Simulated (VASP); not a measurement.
Wanted: the native input for a VASP 6.6.1 run.

| Item | Value |
| --- | --- |
| Task | single point |
| Functional | r2SCAN |
| Potentials or basis | VASP PAW PBE potentials, release 64 (Al, N) |
| Cutoff | 520 eV |
| k mesh | 9 × 9 × 6 |
| Occupations | gaussian, width 0.02 eV |
| Spin | no spin polarisation |
| Dipole correction | no |
| Further INCAR settings | ALGO = Normal; EDIFF = 1e-06; NBANDS = 16 |

Crystal: AlN.

```
Al N
1.0
     3.07749    0.00000    0.00000
    -1.53875    2.66519    0.00000
     0.00000    0.00000    4.92119
Al N
2 2
Direct
  0.33333 0.66667 0.99894
  0.66667 0.33333 0.49894
  0.33333 0.66667 0.38106
  0.66667 0.33333 0.88106
```

These files were run (other wordings do the same):

POSCAR

```
AlN
1.0
    3.0774948001      0.0000000000      0.0000000000
   -1.5387474000      2.6651886769      0.0000000000
    0.0000000000      0.0000000000      4.9211934432
Al N
2 2
Direct
    0.3333333333      0.6666666667     -0.0010647168
    0.6666666667      0.3333333333      0.4989352832
    0.3333333333      0.6666666667      0.3810647168
    0.6666666667      0.3333333333      0.8810647168
```

INCAR.step1

```
SYSTEM = AlN
ALGO = Normal ; EDIFF = 1E-4
ENCUT = 520 ; GGA = PE
ISMEAR = 0 ; LASPH = .True.
LCHARG = .False. ; LREAL = .False.
LWAVE = .True. ; NBANDS = 16
NELM = 80 ; PREC = Accurate
SIGMA = 0.02
```

INCAR.step2

```
SYSTEM = AlN
ALGO = Normal ; EDIFF = 1E-6
ENCUT = 520 ; ISIF = 2
ISMEAR = 0 ; ISTART = 1
LASPH = .True. ; LCHARG = .False.
LMIXTAU = .True. ; LREAL = .False.
LWAVE = .False. ; METAGGA = R2SCAN
NBANDS = 16 ; NELM = 80
PREC = Accurate ; SIGMA = 0.02
```

KPOINTS

```
k-points
0
Gamma
  9 9 6
  0 0 0
```

Potentials or basis: VASP PAW PBE potentials, release 64 (Al, N).

Command:

```sh
$ cat potpaw_PBE.64/Al/POTCAR potpaw_PBE.64/N/POTCAR > POTCAR
$ cp INCAR.step1 INCAR
$ mpirun -np 1 vasp_std > vasp.out
$ cp INCAR.step2 INCAR
$ mpirun -np 1 vasp_std > vasp.out
```

It gave:

```
Pressure               : 6.4 GPa
Largest force          : 0.008 eV/Å
Band gap on the k mesh : 5.19 eV
```

Caveat: the cell stands under pressure; the PAW data sets were made with another functional, which shifts forces and pressure a little; an odd mesh through Γ misses points on the zone boundary, where band edges can lie.

Wall time 57 s on 1 thread of AMD EPYC 9R45 96-Core Processor (Zen 5) (shared host), peak memory 0.14 GiB.
